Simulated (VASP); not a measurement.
Al2O3:

```xyz
10
Lattice="2.3803 1.3742 4.3319 -2.3803 1.3742 4.3319 0.0000 -2.7485 4.3319" Properties=species:S:1:pos:R:3 pbc="T T T"
Al    0.0000    0.0000    4.5765
Al    0.0000    0.0000    1.9213
Al    0.0000    0.0000    8.4191
Al    0.0000    0.0000   11.0743
O    -0.9203    1.3742    7.5808
O    -0.7300   -1.4841    7.5808
O     1.6503    0.1099    7.5808
O     0.9203   -1.3742    5.4148
O     0.7300    1.4841    5.4148
O    -1.6503   -0.1099    5.4148
```

```yaml
Program: VASP 6.6.1
Task: relaxation of cell and atoms
Functional: LDA
Potentials_or_basis: VASP PAW LDA potentials, release 64 (Al, O)
Cutoff: 600 eV
k_mesh: 6 × 6 × 6
Occupations: gaussian, width 0.02 eV
Spin: no spin polarisation
```

At the start: pressure -4.9 GPa; volume 8.50 Å³/atom.

**Question.** How do energy, volume and symmetry change on relaxing?

**Answer.** Over 8 steps the energy falls by 2.8 meV/atom and the volume is 8.34 Å³/atom (-1.9 %); space group R-3c (No. 167, to 0.1 Å) before and after.

Step by step:
| step | energy change (eV) | largest force (eV/Å) | pressure (GPa) | volume (Å³) |
| --- | --- | --- | --- | --- |
| 1 | 0.0000 | 0.1259 | -4.92 | 85.02 |
| 2 | -0.0035 | 0.0671 | 5.04 | 81.84 |
| 3 | -0.0274 | 0.0312 | 0.05 | 83.36 |
| 4 | -0.0273 | 0.0291 | 0.16 | 83.32 |
| 5 | -0.0276 | 0.0129 | 0.07 | 83.35 |
| 6 | -0.0276 | 0.0063 | 0.09 | 83.35 |
| 7 | -0.0276 | 0.0071 | 0.09 | 83.35 |
| 8 | -0.0276 | 0.0027 | -0.06 | 83.40 |

Final structure:
```
Al O
1.0
     2.36644    1.36626    4.29893
    -2.36644    1.36626    4.29893
     0.00000   -2.73253    4.29893
Al O
4 6
Direct
  0.35198 0.35198 0.35198
  0.14802 0.14802 0.14802
  0.64802 0.64802 0.64802
  0.85198 0.85198 0.85198
  0.55576 0.94424 0.25000
  0.25000 0.55576 0.94424
  0.94424 0.25000 0.55576
  0.44424 0.05576 0.75000
  0.75000 0.44424 0.05576
  0.05576 0.75000 0.44424
```
